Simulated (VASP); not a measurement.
Wanted: the native input for a VASP 6.6.1 run.

```
Task                   : single point
Functional             : PBE
Dispersion             : D3(BJ)
Potentials or basis    : VASP PAW PBE potentials, release 64 (C, H)
Cutoff                 : 520 eV
k mesh                 : 2 × 2 × 2, shifted
Occupations            : gaussian, width 0.02 eV
Spin                   : collinear spin
Dipole correction      : no
Further INCAR settings : LREAL = Auto; ALGO = Normal; EDIFF = 1e-06; NBANDS = 90
```

The structure of HC32 (a cell with a defect) lies in POSCAR:

```
HC32
1.0
    5.6709571532      0.0000000000     -3.4026574365
   -2.8677434801     -4.9298468452     -3.3594911937
   -2.8677434801      4.9298468452     -3.3594911937
C H
32 1
Direct
    0.4207508101      0.0461823453      0.5445887009
    0.6637556680      0.7900371830      0.5391583953
    0.9199401044      0.5449211342      0.5449182943
    0.4197883436      0.2950025488      0.2949999118
    0.1747937829      0.3000375521      0.5491775434
    0.6635851430      0.0394285852      0.2887217253
    0.9133499333      0.7886172234      0.2886968247
    0.4207508101      0.5445914394      0.0461796069
    0.1747937829      0.5491802818      0.3000348137
    0.6635851430      0.2887244637      0.0394258468
    0.8995924953      0.0286017664      0.0285991294
    0.4161693844      0.7911920858      0.7911892460
    0.1682034564      0.7866815627      0.0431355429
    0.6637556680      0.5391611338      0.7900344446
    0.9133500499      0.2886995041      0.7886144259
    0.1682035559      0.0431382783      0.7866790241
    0.5831669240      0.9586115499      0.4578609023
    0.8322736917      0.7079580538      0.4564729592
    0.0913629453      0.4668137037      0.4668110667
    0.5816139908      0.2071662951      0.2071636581
    0.3389610611      0.2144833103      0.4637892296
    0.8254078477      0.9517693059      0.1999723198
    0.0869332973      0.7104583346      0.2108977848
    0.5831670236      0.4578637392      0.9586089099
    0.3389610611      0.4637919681      0.2144805719
    0.8254078477      0.1999750583      0.9517665675
    0.0516457451      0.9217956537      0.9217928138
    0.5803831696      0.7067863074      0.7067836704
    0.3358534948      0.7097047248      0.9620322391
    0.8322735922      0.4564755992      0.7079552169
    0.0869333969      0.2109006217      0.7104556946
    0.3358535943      0.9620350759      0.7097020848
    0.9643489754      0.8013260070      0.8013231672
```

The input as run:

INCAR

```
SYSTEM = HC32
PREC = Accurate
ENCUT = 520
EDIFF = 1E-6
ISMEAR = 0
SIGMA = 0.02
LREAL = Auto
LASPH = .TRUE.
NELM = 150
ALGO = Normal
ISIF = 2
LWAVE = .FALSE.
LCHARG = .FALSE.
ISPIN = 2
MAGMOM = 0.02 0.07 0.07 0.05 0.02 0.02 0.08 0.02 0.02 0.02 0.12 0.08 0.12 0.07 0.08 0.12 -0.02 -0.02 -0.02 -0.02 -0.02 -0.02 -0.02 -0.02 -0.02 -0.02 0 -0.02 -0.02 -0.02 -0.02 -0.02 0.08
LORBIT = 11
GGA = PE
IVDW = 12
NBANDS = 90
```

KPOINTS

```
Automatic mesh
0
Gamma
  2 2 2
  0.5 0.5 0.5
```

Potentials or basis: VASP PAW PBE potentials, release 64 (C, H).

Run with:

```bash
$ cat potpaw_PBE.64/C/POTCAR potpaw_PBE.64/H/POTCAR > POTCAR
$ mpirun -np 1 vasp_std > vasp.out
```

Results of the run:

```yaml
Pressure: 1.6 GPa
Largest_force: 0.437 eV/Å
Band_gap_on_the_k_mesh: 0.24 eV
Net_moment: 1.00 μB per cell
Site_moments: C +0.02, +0.05, +0.06, +0.04, +0.08, +0.09, -0.01, -0.02, -0.00 (each value once); H +0.05 μB
Valence_electrons_inside_the_program's_atomic_spheres: C 2.66, 2.65, 2.64, 2.63 (each value once); H 0.66
Dispersion_energy_per_atom: -0.154 eV
```

Wall time 3.8 min on 1 thread of Intel(R) Xeon(R) Platinum 8259CL CPU @ 2.50GHz (Skylake/Cascade Lake) (shared host), peak memory 0.51 GiB.
